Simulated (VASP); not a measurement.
Input of a VASP 6.6.1 run:

INCAR

```
SYSTEM = AlN
PREC = Accurate ; ENCUT = 600
EDIFF = 1E-6 ; ISMEAR = 0
SIGMA = 0.02 ; LREAL = .False.
LASPH = .True. ; NELM = 120
ALGO = Normal ; ISIF = 2
LWAVE = .False. ; LCHARG = .False.
GGA = PS ; NBANDS = 11
GGA_COMPAT = .False.
```

The input KPOINTS:

```
Automatic mesh
0
Gamma
  10 10 10
  0 0 0
```

Contents of POSCAR:

```
AlN
1.0
    0.0000000000      2.1886938987      2.1886938987
    2.1886938987      0.0000000000      2.1886938987
    2.1886938987      2.1886938987      0.0000000000
Al N
1 1
Direct
    0.0000000000      0.0000000000      0.0000000000
    0.2500000000      0.2500000000      0.2500000000
```

Potentials or basis: VASP PAW PBE potentials, release 64 (Al, N).

Run with:

```bash
$ cat potpaw_PBE.64/Al/POTCAR potpaw_PBE.64/N/POTCAR > POTCAR
$ mpirun -np 1 vasp_std > vasp.out
```

Problem. What does it give for the band gap on the k mesh?

Solution. 3.18 eV, indirect (least direct gap 4.08 eV).

Problem. What does it give for the pressure?

Solution. -0.1 GPa.

Caveat: the PAW data sets were made with another functional, which shifts forces and pressure a little. A k mesh can miss the band edges.
